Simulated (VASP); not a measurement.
Input of a VASP 6.6.1 run:

INCAR

```
ALGO     = Normal         # electronic algorithm
EDIFF    = 1E-7           # SCF threshold, eV
ENCUT    = 520            # plane-wave cutoff, eV
GGA      = PE             # functional
ISIF     = 2              # what is computed and relaxed
ISMEAR   = -1             # smearing method
ISPIN    = 2              # spin polarisation
LASPH    = T              # aspherical terms in the spheres
LCHARG   = F              # write CHGCAR
LMAXMIX  = 4              # l up to which the mixer works
LORBIT   = 11             # projections on sites
LREAL    = F              # projectors in reciprocal space
LWAVE    = F              # write WAVECAR
MAGMOM   = 4 0            # initial moments
NBANDS   = 24             # bands
NELM     = 150            # most SCF steps
PREC     = Accurate       # precision mode
SIGMA    = 0.15           # smearing width, eV
```

Contents of KPOINTS:

```
k-points
0
Gamma
  6 6 6
```

Contents of POSCAR:

```
MnHg
1.0
    3.3150000000      0.0000000000      0.0000000000
    0.0000000000      3.3150000000      0.0000000000
    0.0000000000      0.0000000000      3.3150000000
Mn Hg
1 1
Direct
    0.5000000000      0.5000000000      0.5000000000
    0.0000000000      0.0000000000      0.0000000000
```

Potentials or basis: VASP PAW PBE potentials, release 64 (Mn_pv, Hg).

Command:

```bash
$ cat potpaw_PBE.64/Mn_pv/POTCAR potpaw_PBE.64/Hg/POTCAR > POTCAR
$ mpirun -np 1 vasp_std > vasp.out
```

Question: Estimate the pressure.

Answer: 0.5 GPa.

Question: Predict the net moment.

Answer: 3.85 μB per cell.

Question: What does it give for the site moments?

Answer: Mn +3.78; Hg -0.06 μB.
